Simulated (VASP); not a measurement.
Input of a VASP 6.6.1 run:

Contents of INCAR:

```
SYSTEM = H6C2O
ALGO = Normal ; EDIFF = 1E-7
ENCUT = 520 ; GGA = PE
ISIF = 2 ; ISMEAR = -1
IVDW = 12 ; LASPH = .TRUE.
LCHARG = .FALSE. ; LREAL = Auto
LWAVE = .FALSE. ; NBANDS = 64
NELM = 100 ; PREC = Accurate
SIGMA = 0.02
```

File KPOINTS:

```
k-points
0
G
  1 1 1
  0 0 0
```

POSCAR

```
H6C2O
1.0
    7.2936330000      0.0000000000      0.0000000000
    0.0000000000      7.2936330000      0.0000000000
    0.0000000000      0.0000000000      7.2936330000
C O H
8 4 24
Direct
    0.3586964137      0.7938979107     -0.0347426310
    0.2352188546      0.7728384469      0.1281940015
    1.0724559352      0.6203081510      0.6843503094
    1.0472832949      0.8293397817      0.6413264830
    0.3707343103      0.1824605104      0.4427148994
    0.5367695358      0.1820629034      0.5566910208
    1.0250035887      0.2366721770      0.0863904175
    0.8327262970      0.1575209501      0.1011018789
    0.3096262178      0.6424233300      0.2651902008
    0.8976596437      0.8516606196      0.5194941945
    0.6345260311      0.3517451454      0.5094991755
    0.8380871371     -0.0433940123      0.1108638178
    0.4444150124      0.6548177020      0.2664789961
    0.2358906734      0.9015123190      0.2083186801
    0.0763816880      0.7439776583      0.0900237234
    0.2856326881      0.8790269541     -0.1229428462
    0.4901672459      0.8615870856      0.0198392214
    0.3695963315      0.6827324599     -0.1165262908
    0.9739590681      0.8789995329      0.4094255908
    1.0482704573      0.9100128838      0.7874128024
    1.1865691624      0.8721442387      0.5781892234
    0.9445635666      0.5496986207      0.7245634651
    1.1705963270      0.5731848586      0.5747889975
    1.1465890867      0.5851267811      0.8178503086
    0.7510386113      0.3367320511      0.5894044847
    0.5190554556      0.1524754536      0.7070276226
    0.6085718873      0.0614645678      0.5433369077
    0.2798468198      0.0731734103      0.4643913397
    0.3131909708      0.3235973074      0.4787189046
    0.4189133180      0.1576169242      0.3119981496
    0.7261127616     -0.0663181161      0.1801159998
    0.7538629926      0.2272118710      0.2137206520
    0.7730989481      0.1729042303     -0.0437093558
    1.0819573730      0.1371195946     -0.0074585601
    1.0061652403      0.3726949245      0.0293406592
    1.1067324062      0.2473664359      0.2304201486
```

Potentials or basis: VASP PAW PBE potentials, release 64 (C, O, H).

Launch:

```sh
$ cat potpaw_PBE.64/C/POTCAR potpaw_PBE.64/O/POTCAR potpaw_PBE.64/H/POTCAR > POTCAR
$ mpirun -np 1 vasp_gam > vasp.out
```

**Question.** What does it give for the largest force?

**Answer.** 4.331 eV/Å.

**Question.** Predict the band gap on the k mesh.

**Answer.** 4.76 eV.

**Question.** Predict the dispersion energy per atom.

**Answer.** -0.037 eV.

**Question.** Predict the pressure.

**Answer.** -0.8 GPa.

Stress tensor (GPa, compression positive):
```
-1.32 -1.14 -1.33
-1.14  1.04 -0.50
-1.33 -0.50 -2.00
```

Caveat: the k points lie up to 0.86 Å⁻¹ apart; the atoms stand as in a frame of molecular dynamics.
